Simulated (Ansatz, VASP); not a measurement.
## One calculation of Co2HgSe2, two programs

```xyz
5
Lattice="0.0000 3.7441 0.0000 3.7441 0.0000 0.0000 1.8720 1.8720 -6.5668" Properties=species:S:1:pos:R:3 pbc="T T T"
Hg    0.0000    0.0000    0.0000
Se    1.8720    1.8720   -1.9215
Se    3.7441    3.7441   -4.6454
Co    1.8720    3.7441   -3.2834
Co    3.7441    1.8720   -3.2834
```

Alike in both runs: task relaxation of cell and atoms; functional PBE; k mesh 5 × 5 × 5; occupations fermi-dirac, width 0.005 eV; no spin polarisation; Hubbard terms Co d U = 1.0 eV.

```csv
,VASP,Ansatz
version,VASP 6.6.1,Ansatz 0.2.0
potentials or method,"VASP PAW PBE potentials, release 64 (Hg, Se, Co), cutoff 600 eV",PAW plane waves
valence electrons in the cell,42,86
```

```csv
,VASP,Ansatz,Ansatz less VASP
"gap on the k mesh at the Fermi level, each at its own relaxed structure (eV)",none,none,-
relaxed volume (Å³/atom),22.67,23.00,+0.332
relaxed length of the cell vector where the two differ most in proportion (Å),8.984,9.091,+0.1074
```

The programs project onto different local orbitals, so the same U acts differently, and such runs can settle in different states. A gap of «none» marks a metal or a gap that the smearing closes. VASP's potentials hold 42 valence electrons a cell and Ansatz's 86, so a difference there can come from the potentials and not from the codes. Ansatz's warnings: filled band counts differ across k points.

Neither program's run includes spin-orbit coupling. Noted on VASP's run: the volume moved by over 15 % at a fixed basis, so the end points are rough.
